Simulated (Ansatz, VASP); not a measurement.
**One calculation of TlBr, two programs**

```
CELL_PARAMETERS angstrom
3.88965 0.00000 0.00000
0.00000 3.88965 0.00000
0.00000 0.00000 3.88965
ATOMIC_POSITIONS crystal
Tl 0.00000 0.00000 0.00000
Br 0.50000 0.50000 0.50000
```

Change from the starting cell: volume scaled by 0.9405.

Alike in both runs: task single point; functional PBE; k mesh 8 × 8 × 8; occupations fermi-dirac, width 0.03 eV; no spin polarisation.

|  | VASP | Ansatz |
| --- | --- | --- |
| version | VASP 6.6.1 | Ansatz 0.2.0 |
| potentials or method | VASP PAW PBE potentials, release 64 (Tl_d, Br), cutoff 500 eV | all-electron LAPW, scalar-relativistic |

```csv
,VASP,Ansatz,Ansatz less VASP
gap on the k mesh at the Fermi level (eV),1.66,1.66,-0.006
pressure (GPa),3.3,3.3,+0.03
```

Ansatz ran all-electron here, and VASP with PAW potentials.

Neither program's run includes spin-orbit coupling.
